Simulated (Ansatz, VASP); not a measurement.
**One calculation of P2Se2O, two programs**

The input INCAR:

```
  PREC = Accurate
  ENCUT = 600
  EDIFF = 1E-6
  ISMEAR = 0
  SIGMA = 0.1
  LREAL = False
  LASPH = True
  NELM = 60
  ALGO = Normal
  ISIF = 3
  LWAVE = False
  LCHARG = False
  GGA = PE
  IVDW = 12
  IBRION = 2
  NSW = 90
  EDIFFG = -0.04
```

Contents of KPOINTS:

```
Automatic mesh
0
Gamma
  6 6 6
```

Contents of POSCAR:

```
P2Se2O
1.0
   -2.2241483700      2.2241483700      5.1390806500
    2.2241483700     -2.2241483700      5.1390806500
    2.2241483700      2.2241483700     -5.1390806500
P Se O
2 2 1
Direct
    0.7500000000      0.2500000000      0.5000000000
    0.2500000000      0.7500000000      0.5000000000
    0.3750000000      0.3750000000      0.0000000000
    0.6250000000      0.6250000000      0.0000000000
    0.0000000000      0.0000000000      0.0000000000
```

Input for Ansatz:

```yaml
crystal:
  lattice:
    - [-2.22414837, 2.22414837, 5.13908065]
    - [2.22414837, -2.22414837, 5.13908065]
    - [2.22414837, 2.22414837, -5.13908065]
  atoms:
    - { symbol: P, position: [0.75, 0.25, 0.5] }
    - { symbol: P, position: [0.25, 0.75, 0.5] }
    - { symbol: Se, position: [0.375, 0.375, 0.0] }
    - { symbol: Se, position: [0.625, 0.625, 0.0] }
    - { symbol: O, position: [0.0, 0.0, 0.0] }
basis:
  ecutwfc: 420
kpoints:
  mp_grid: { grid: [6, 6, 6] }
hamiltonian:
  xc: pbe
  dispersion: d3bj
scf:
  occupations: { method: gaussian, width: 0.1 }
  lower_state_search: "off"
output:
  forces: true
  stress: true
  eigenvalues: true
relax:
  adjacent_minimum: "off"
  f_tol: 0.04
  max_steps: 70
  cell: { stress_tol: 0.4 }
```

Change from the starting cell: species swapped into the NdSi2Pt2 type (I4/mmm, No. 139).

Alike in both runs: task relaxation of cell and atoms; functional PBE; dispersion D3(BJ); k mesh 6 × 6 × 6; occupations gaussian, width 0.1 eV; no spin polarisation.

|  | VASP | Ansatz |
| --- | --- | --- |
| version | VASP 6.6.1 | Ansatz 0.2.0 |
| potentials or method | VASP PAW PBE potentials, release 64 (P, Se, O), cutoff 600 eV | scalar-relativistic, plane waves, PAW |
| valence electrons in the cell | 28 | 48 |

VASP gave:

- gap on the k mesh at the Fermi level, each at its own relaxed structure (eV): none
- relaxed volume (Å³/atom): 16.93
- relaxed length of the cell vector where the two differ most in proportion (Å): 4.847

Problem. Estimate Ansatz's values.

Solution. gap on the k mesh at the Fermi level, each at its own relaxed structure (eV): none; relaxed volume (Å³/atom): 16.89; relaxed length of the cell vector where the two differ most in proportion (Å): 4.843.

A gap of «none» marks a metal or a gap that the smearing closes. VASP's potentials hold 28 valence electrons a cell and Ansatz's 48, so a difference there can come from the potentials and not from the codes.

Noted on VASP's run: the volume moved by over 15 % at a fixed basis, so the end points are rough.
